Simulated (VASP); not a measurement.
A run of VASP 6.6.1:

POSCAR

```
TiCu2NiS4
1.0
    0.0000000000      5.2244360100      0.0000000000
    5.2244360100      0.0000000000      0.0000000000
    2.6122180000      2.6122180000     -5.2233709400
Ni Ti S Cu
1 1 4 2
Direct
    0.5000000000      0.5000000000      0.0000000000
    0.0000000000      0.0000000000      0.0000000000
    0.3753000000      0.3753000000      0.7336000000
    0.6247000000      0.1089000000      0.2664000000
    0.8911000000      0.8911000000      0.7336000000
    0.1089000000      0.6247000000      0.2664000000
    0.7500000000      0.2500000000      0.5000000000
    0.2500000000      0.7500000000      0.5000000000
```

File INCAR.step1:

```
  PREC = Accurate
  ENCUT = 520
  ISMEAR = 1
  SIGMA = 0.0159
  LREAL = False
  LASPH = True
  NELM = 100
  NBANDS = 44
  GGA = PE
  ALGO = Normal
  EDIFF = 1E-4
  LWAVE = True
  LCHARG = False
```

File INCAR.step2:

```
  PREC = Accurate
  ENCUT = 520
  EDIFF = 1E-7
  ISMEAR = 1
  SIGMA = 0.0159
  LREAL = False
  LASPH = True
  NELM = 100
  ALGO = Normal
  ISIF = 2
  LWAVE = False
  LCHARG = False
  METAGGA = R2SCAN
  LMIXTAU = True
  NBANDS = 44
  ISTART = 1
```

Contents of KPOINTS:

```
Automatic mesh
0
Gamma
  4 4 4
  0 0 0.5
```

Potentials or basis: VASP PAW PBE potentials, release 64 (Ni, Ti_sv, S, Cu).

Run with:

```bash
$ cat potpaw_PBE.64/Ni/POTCAR potpaw_PBE.64/Ti_sv/POTCAR potpaw_PBE.64/S/POTCAR potpaw_PBE.64/Cu/POTCAR > POTCAR
$ cp INCAR.step1 INCAR
$ mpirun -np 1 vasp_std > vasp.out
$ cp INCAR.step2 INCAR
$ mpirun -np 1 vasp_std > vasp.out
```

Hardware: 1 thread of Intel Xeon 8259CL, with other jobs on the host.

Problem. How long does it take, and how much memory?

Solution. Wall time 9.2 min on 1 thread of Intel Xeon 8259CL, with other jobs on the host, peak memory 0.34 GiB. Counts: k points 11.
